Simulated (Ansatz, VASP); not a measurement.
## Two plane-wave programs on AlN

```
Al N
1.0
     0.00000    2.20000    2.20000
     2.20000    0.00000    2.20000
     2.20000    2.20000    0.00000
Al N
1 1
Direct
  0.00000 0.00000 0.00000
  0.25000 0.25000 0.25000
```

Alike in both runs: task single point; functional PBE; k mesh 8 × 8 × 8; occupations fermi-dirac, width 0.1 eV; no spin polarisation.

|  | VASP | Ansatz |
| --- | --- | --- |
| version | VASP 6.6.1 | Ansatz 0.2.0 development build |
| potentials or method | VASP PAW PBE potentials, release 64 (Al, N) | plane waves, PAW datasets (hand-made set) |
| plane-wave cutoff (eV) | 520 | 900 |
| valence electrons in the cell | 8 | 16 |

|  | VASP | Ansatz | Ansatz less VASP |
| --- | --- | --- | --- |
| gap on the k mesh at the Fermi level (eV) | 3.31 | 3.31 | +0.001 |

VASP's potentials hold 8 valence electrons a cell and Ansatz's 16, so a difference there can come from the potentials and not from the codes.
